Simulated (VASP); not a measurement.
# SnO2 (Cassiterite) (P4_2/mnm) in VASP: notebook

Runs on SnO2 (Cassiterite). Level: PBE. Tasks: relaxation of the atoms.

All numbers are computed with VASP 6.6.1; they aren't measurements. Logs are shortened: lines on timing, memory, paths and dates and some standing lists are left out, and cuts for length are marked.

## 1. The cell of the first run

Symmetry: P4_2/mnm, No. 136, tetragonal system. The conventional cell has a = 4.738 Å, b = 4.738 Å, c = 3.250 Å, α = 90.00°, β = 90.00°, γ = 90.00°. Sn (site symmetry mmm) has 6 O at 2.05 to 2.08 Å within 2.7 Å. Within 2.7 Å of O (site symmetry m2m) lie 3 Sn at 2.05 to 2.08 Å and 1 O at 2.61 Å.

## 2. Relaxation of the atoms, PBE (z stretched by +2 %)

Input file INCAR:

```
ALGO = Normal ; EDIFF = 1E-6
EDIFFG = -0.02 ; ENCUT = 520
GGA = PE ; IBRION = 2
ISIF = 2 ; ISMEAR = -1
LASPH = T ; LCHARG = F
LREAL = F ; LWAVE = F
NELM = 100 ; NSW = 80
PREC = Accurate ; SIGMA = 0.02
```

Input file KPOINTS:

```
k-points
0
Gamma
  7 7 9
```

Input file POSCAR:

```
SnO2
1.0
    4.7380000000      0.0000000000      0.0000000000
    0.0000000000      4.7380000000      0.0000000000
    0.0000000000      0.0000000000      3.2502300000
Sn O
2 4
Direct
    0.0000000000      0.0000000000      0.0000000000
    0.5000000000      0.5000000000      0.5000000000
    0.3053957314      0.3053957314      0.0000000000
    0.1946042686      0.8053957314      0.5000000000
    0.6946042686      0.6946042686      0.0000000000
    0.8053957314      0.1946042686      0.5000000000
```

Potentials or basis: VASP PAW PBE potentials, release 64 (Sn_d, O).

On the command line:

```console
cat potpaw_PBE.64/Sn_d/POTCAR potpaw_PBE.64/O/POTCAR > POTCAR
mpirun -np 1 vasp_std > vasp.out
```

OUTCAR:

```text
EDIFF = 1E-6
   EDIFFG = -0.02
   ENCUT = 520
   GGA = PE
   IBRION = 2
   ISIF = 2
   ISMEAR = -1
   LASPH = T
   LREAL = F
   NELM = 100
   NSW = 80
   PREC = Accurate

 ion  position               nearest neighbor table
   1  0.000  0.000  0.000-   3 2.05   5 2.05   4 2.08   6 2.08   4 2.08   6 2.08   2 3.72   2 3.72
                             2 3.72   2 3.72   2 3.72   2 3.72   2 3.72   2 3.72
   2  0.500  0.500  0.500-   4 2.05   6 2.05   5 2.08   3 2.08   3 2.08   5 2.08   1 3.72   1 3.72
                             1 3.72   1 3.72   1 3.72   1 3.72   1 3.72   1 3.72
   3  0.305  0.305  0.000-   1 2.05   2 2.08   2 2.08
   4  0.195  0.805  0.500-   2 2.05   1 2.08   1 2.08
   5  0.695  0.695  0.000-   1 2.05   2 2.08   2 2.08
   6  0.805  0.195  0.500-   2 2.05   1 2.08   1 2.08

  LATTYP: Found a simple tetragonal cell.
 ALAT       =     4.7380000000
 C/A-ratio  =     0.6859919797

  Lattice vectors:

 A1 = (   4.7380000000,   0.0000000000,   0.0000000000)
 A2 = (   0.0000000000,   4.7380000000,   0.0000000000)
 A3 = (   0.0000000000,   0.0000000000,   3.2502300000)

Analysis of symmetry for initial positions (statically):
=====================================================================
 Subroutine PRICEL returns:
 Original cell was already a primitive cell.

 Routine SETGRP: Setting up the symmetry group for a
 simple tetragonal supercell.

 Subroutine GETGRP returns: Found 16 space group operations
 (whereof  8 operations were pure point group operations)
 out of a pool of 16 trial point group operations.

The static configuration has the point symmetry D_2h.
 The point group associated with its full space group is D_4h.

Analysis of symmetry for dynamics (positions and initial velocities):
=====================================================================
 Subroutine PRICEL returns:
 Original cell was already a primitive cell.

 Routine SETGRP: Setting up the symmetry group for a
 simple tetragonal supercell.

 Subroutine GETGRP returns: Found 16 space group operations
 (whereof  8 operations were pure point group operations)
 out of a pool of 16 trial point group operations.

The dynamic configuration has the point symmetry D_2h.
 The point group associated with its full space group is D_4h.

 Subroutine INISYM returns: Found 16 space group operations
 (whereof  8 operations are pure point group operations),
[... 164 lines left out ...]

 VOLUME and BASIS-vectors are now :
 -----------------------------------------------------------------------------
  energy-cutoff  :      520.00
  volume of cell :       72.96
      direct lattice vectors                 reciprocal lattice vectors
     4.738000000  0.000000000  0.000000000     0.211059519  0.000000000  0.000000000
     0.000000000  4.738000000  0.000000000     0.000000000  0.211059519  0.000000000
     0.000000000  0.000000000  3.250230000     0.000000000  0.000000000  0.307670534

 POSITION                                       TOTAL-FORCE (eV/Angst)
 -----------------------------------------------------------------------------------
      0.00000      0.00000      0.00000        -0.000000      0.000000     -0.000000
      2.36900      2.36900      1.62512        -0.000000      0.000000     -0.000000
      1.44696      1.44696      0.00000         0.090611      0.090611      0.000000
      0.92204      3.81596      1.62512        -0.090611      0.090611      0.000000
      3.29104      3.29104      0.00000        -0.090611     -0.090611     -0.000000
      3.81596      0.92204      1.62512         0.090611     -0.090611     -0.000000
 -----------------------------------------------------------------------------------
    total drift:                                0.000000      0.000000      0.000000

  FREE ENERGIE OF THE ION-ELECTRON SYSTEM (eV)
  ---------------------------------------------------
  free  energy   TOTEN  =       -37.2454044561 eV

  energy  without entropy=      -37.2454044561  energy(sigma->0) =      -37.24540446

--------------------------------------- Ionic step        2  -------------------------------------------

 number of electron      51.9999997 magnetization

 Free energy of the ion-electron system (eV)
  ---------------------------------------------------
  ext. energy  EPLUGINS =         0.00000000
  ---------------------------------------------------
  free energy    TOTEN  =       -37.24681081 eV

  energy without entropy =      -37.24681081  energy(sigma->0) =      -37.24681081

 E-fermi :   6.3287     XC(G=0): -11.1636

 val. band max:        5.9206082102   @ k =   0.0000   0.0000   0.0000
 cond. band min:       6.8820715727   @ k =   0.0000   0.0000   0.0000
 fundamental gap:      0.9614633624
 Fermi energy:         6.3286984738

 k-point     1 :       0.0000    0.0000    0.0000
  band No.  band energies     occupation
      1     -15.1462      2.00000
      2     -14.3684      2.00000
      3     -14.1828      2.00000
      4     -14.1566      2.00000
      5     -14.1566      2.00000
      6     -14.1168      2.00000
[... 805 lines left out ...]
     30      14.1747      0.00000
     31      15.2194      0.00000

 [... further k-points ...]
[... 5 lines left out ...]
  --------------------------------------------------------------------------------------
  -------------------------------------------------------------------------------------
  Total        3.3243413      3.3243413      2.1213890      0.0000000      0.0000000      0.0000000
  in kB       72.9981723     72.9981723     46.5829173      0.0000000      0.0000000      0.0000000
  external PRESSURE =      64.1930873 kB  Pullay stress =       0.0000000 kB

 VOLUME and BASIS-vectors are now :
 -----------------------------------------------------------------------------
  energy-cutoff  :      520.00
  volume of cell :       72.96
      direct lattice vectors                 reciprocal lattice vectors
     4.738000000  0.000000000  0.000000000     0.211059519  0.000000000  0.000000000
     0.000000000  4.738000000  0.000000000     0.000000000  0.211059519  0.000000000
     0.000000000  0.000000000  3.250230000     0.000000000  0.000000000  0.307670534

 POSITION                                       TOTAL-FORCE (eV/Angst)
 -----------------------------------------------------------------------------------
      4.73800      0.00000      3.25023         0.000000      0.000000      0.000000
      2.36900      2.36900      1.62512         0.000000      0.000000      0.000000
      1.45134      1.45134      0.00000        -0.010008     -0.010008     -0.000000
      0.91766      3.82034      1.62512         0.010008     -0.010008     -0.000000
      3.28666      3.28666      3.25023         0.010008      0.010008      0.000000
      3.82034      0.91766      1.62512        -0.010008      0.010008      0.000000
 -----------------------------------------------------------------------------------
    total drift:                               -0.000000      0.000000      0.000000

  FREE ENERGIE OF THE ION-ELECTRON SYSTEM (eV)
  ---------------------------------------------------
  free  energy   TOTEN  =       -37.2468108095 eV

  energy  without entropy=      -37.2468108095  energy(sigma->0) =      -37.24681081

 reached required accuracy - stopping structural energy minimisation
```

OSZICAR:

```text
N       E                     dE             d eps       ncg     rms          rms(c)
DAV:   1     0.662709757878E+03    0.66271E+03   -0.26150E+04  3338   0.262E+03
DAV:   2     0.561003664076E+02   -0.60661E+03   -0.58390E+03  3501   0.687E+02
DAV:   3    -0.386856818456E+02   -0.94786E+02   -0.93590E+02  3583   0.229E+02
[... 14 lines left out ...]
DAV:   2    -0.372469752420E+02   -0.22779E-02   -0.24374E-02  3802   0.104E+00    0.814E-02
DAV:   3    -0.372468670586E+02    0.10818E-03   -0.36952E-04  3704   0.153E-01    0.510E-02
DAV:   4    -0.372468042619E+02    0.62797E-04   -0.21953E-04  4589   0.133E-01    0.868E-03
DAV:   5    -0.372468107291E+02   -0.64672E-05   -0.66751E-05  3457   0.546E-02    0.618E-03
DAV:   6    -0.372468108095E+02   -0.80418E-07   -0.71446E-07  2469   0.962E-03
   2 F= -.37246811E+02 E0= -.37246811E+02  d E =-.140635E-02
```

CONTCAR:

```text
SnO2
   1.00000000000000
     4.7380000000000004    0.0000000000000000    0.0000000000000000
     0.0000000000000000    4.7380000000000004    0.0000000000000000
     0.0000000000000000    0.0000000000000000    3.2502300000000002
  Sn              O
     2     4
Direct
     1.0000000000000000    0.0000000000000000    1.0000000000000000
     0.5000000000000000    0.5000000000000000    0.5000000000000000
     0.3063183356770151    0.3063183356770151    0.0000000000000000
     0.1936816643229849    0.8063183356770151    0.5000000000000000
     0.6936816643229849    0.6936816643229849    1.0000000000000000
     0.8063183356770151    0.1936816643229849    0.5000000000000000

  0.00000000E+00  0.00000000E+00  0.00000000E+00
  0.00000000E+00  0.00000000E+00  0.00000000E+00
  0.00000000E+00  0.00000000E+00  0.00000000E+00
  0.00000000E+00  0.00000000E+00  0.00000000E+00
  0.00000000E+00  0.00000000E+00  0.00000000E+00
  0.00000000E+00  0.00000000E+00  0.00000000E+00
```

It took 82 s on 1 thread of AMD EPYC 9R45 (Zen 5), shared host; peak memory 0.21 GiB.

Results:

* Free energy: -37.2468 eV
* Energy gained by relaxing: 0.2 meV/atom
* Ionic steps: 2
* Pressure after relaxing: 6.4 GPa
* Largest force after relaxing: 0.014 eV/Å
* Band gap on the k mesh: 0.96 eV, direct

Forces in eV/Å, atoms in the order of the input:
```
Sn   0.000  0.000  0.000
Sn   0.000  0.000  0.000
O   -0.010 -0.010  0.000
O    0.010 -0.010  0.000
O    0.010  0.010  0.000
O   -0.010  0.010  0.000
```

The path:
| step | energy change (eV) | largest force (eV/Å) | pressure (GPa) |
| --- | --- | --- | --- |
| 1 | 0.0000 | 0.1281 | 6.29 |
| 2 | -0.0014 | 0.0142 | 6.42 |

Final structure:
```yaml
crystal:
  lattice:
    - [4.73800, 0.00000, 0.00000]
    - [0.00000, 4.73800, 0.00000]
    - [0.00000, 0.00000, 3.25023]
  atoms:
    - { symbol: Sn, position: [0.00000, 0.00000, 0.00000] }
    - { symbol: Sn, position: [0.50000, 0.50000, 0.50000] }
    - { symbol: O, position: [0.30632, 0.30632, 0.00000] }
    - { symbol: O, position: [0.19368, 0.80632, 0.50000] }
    - { symbol: O, position: [0.69368, 0.69368, 0.00000] }
    - { symbol: O, position: [0.80632, 0.19368, 0.50000] }
```

Caveat: the cell differs from its parent crystal (z stretched by +2 %); spin-orbit coupling is left out, which moves the levels of the heavy elements.

## 3. Relaxation of the atoms, PBE (z stretched by +1 %)

Input file INCAR:

```
  PREC = Accurate
  ENCUT = 520
  EDIFF = 1E-7
  ISMEAR = -1
  SIGMA = 0.02
  LREAL = F
  LASPH = T
  NELM = 100
  ALGO = Normal
  ISIF = 2
  LWAVE = F
  LCHARG = F
  GGA = PE
  IBRION = 2
  NSW = 80
  EDIFFG = -0.02
```

Input file KPOINTS:

```
regular mesh
0
Gamma
  7 7 9
```

POSCAR: that of step 2 with these lines changed.

```diff
@@ -4,3 +4,3 @@
     0.0000000000      4.7380000000      0.0000000000
-    0.0000000000      0.0000000000      3.2502300000
+    0.0000000000      0.0000000000      3.2183650000
 Sn O
```

Potentials or basis: VASP PAW PBE potentials, release 64 (Sn_d, O).

On the command line:

```console
cat potpaw_PBE.64/Sn_d/POTCAR potpaw_PBE.64/O/POTCAR > POTCAR
mpirun -np 1 vasp_std > vasp.out
```

Run time: 3.4 min. Hardware: 1 thread of Intel Xeon Platinum 8488C (Sapphire Rapids), shared host; peak memory 0.23 GiB.

The run converged. Its results:

```yaml
Free_energy: -37.2161 eV
Energy_gained_by_relaxing: 0.1 meV/atom
Ionic_steps: 2
Pressure_after_relaxing: 8.8 GPa
Largest_force_after_relaxing: 0.009 eV/Å
Band_gap_on_the_k_mesh: 1.10 eV, direct
```

Forces in eV/Å, atoms in the order of the input:
```
Sn   0.000  0.000  0.000
Sn   0.000  0.000  0.000
O   -0.006 -0.006  0.000
O    0.006 -0.006  0.000
O    0.006  0.006  0.000
O   -0.006  0.006  0.000
```

Stress tensor (GPa, compression positive):
```
8.89 0.00 0.00
0.00 8.89 0.00
0.00 0.00 8.73
```

The path:
| step | energy change (eV) | largest force (eV/Å) | pressure (GPa) |
| --- | --- | --- | --- |
| 1 | 0.0000 | 0.0625 | 8.77 |
| 2 | -0.0003 | 0.0088 | 8.84 |

Final structure:
```xyz
6
Lattice="4.7380 0.0000 0.0000 0.0000 4.7380 0.0000 0.0000 0.0000 3.2184" Properties=species:S:1:pos:R:3 pbc="T T T"
Sn    0.0000    0.0000    3.2184
Sn    2.3690    2.3690    1.6092
O     1.4491    1.4491    0.0000
O     0.9199    3.8181    1.6092
O     3.2889    3.2889    3.2184
O     3.8181    0.9199    1.6092
```

Levels at points of the mesh, in eV from the valence-band top:
```tsv
k point	band 23	band 24	band 25	band 26	band 27	band 28	band 29	band 30
(0.00, 0.00, 0.00)	-1.26	-0.76	-0.76	0.00	1.10	6.01	6.21	6.21
```

Caveat: the cell differs from its parent crystal (z stretched by +1 %); spin-orbit coupling is left out, which moves the levels of the heavy elements.

## 4. Relaxation of the atoms, PBE (z stretched by -3 %)

Input file INCAR:

```
SYSTEM = SnO2
ALGO = Normal
EDIFF = 1E-7
EDIFFG = -0.02
ENCUT = 520
GGA = PE
GGA_COMPAT = .FALSE.
IBRION = 2
ISIF = 2
ISMEAR = -1
LASPH = .TRUE.
LCHARG = .FALSE.
LREAL = .FALSE.
LWAVE = .FALSE.
NELM = 120
NELMIN = 4
NSW = 80
PREC = Accurate
SIGMA = 0.02
```

Input file KPOINTS:

```
k-points
0
G
  7 7 9
  0 0 0
```

POSCAR: that of step 3 with these lines changed.

```diff
@@ -4,3 +4,3 @@
     0.0000000000      4.7380000000      0.0000000000
-    0.0000000000      0.0000000000      3.2183650000
+    0.0000000000      0.0000000000      3.0909050000
 Sn O
```

On the command line:

```console
cat potpaw_PBE.64/Sn_d/POTCAR potpaw_PBE.64/O/POTCAR > POTCAR
mpirun -np 1 vasp_std > vasp.out
```

Wall time 6.1 min (1 thread of AMD EPYC 7R13, shared host); peak memory 0.2 GiB.

The run converged. Its results:

```yaml
Free_energy: -36.8930 eV
Energy_gained_by_relaxing: 1.3 meV/atom
Ionic_steps: 3
Pressure_after_relaxing: 20.0 GPa
Band_gap_on_the_k_mesh: 1.64 eV, direct
```

Stress tensor (GPa, compression positive):
```
16.16  0.00  0.00
 0.00 16.16  0.00
 0.00  0.00 27.72
```

Step by step:
```csv
step,energy change (eV),largest force (eV/Å),pressure (GPa)
1,0.0000,0.3272,20.59
2,-0.0075,0.0879,19.88
3,-0.0081,0.0006,20.02
```

Final structure:
```xyz
6
Lattice="4.7380 0.0000 0.0000 0.0000 4.7380 0.0000 0.0000 0.0000 3.0909" Properties=species:S:1:pos:R:3 pbc="T T T"
Sn    0.0000    0.0000    0.0000
Sn    2.3690    2.3690    1.5455
O     1.4382    1.4382    0.0000
O     0.9308    3.8072    1.5455
O     3.2998    3.2998    0.0000
O     3.8072    0.9308    1.5455
```

Levels at points of the mesh, in eV from the valence-band top:
```csv
k point,band 24,band 25,band 26,band 27,band 28,band 29
"(0.00, 0.00, 0.00)",-0.87,-0.87,0.00,1.64,6.69,6.69
```

Caveat: the cell differs from its parent crystal (z stretched by -3 %); spin-orbit coupling is left out, which moves the levels of the heavy elements.

(Continued in part 2 of 2.)
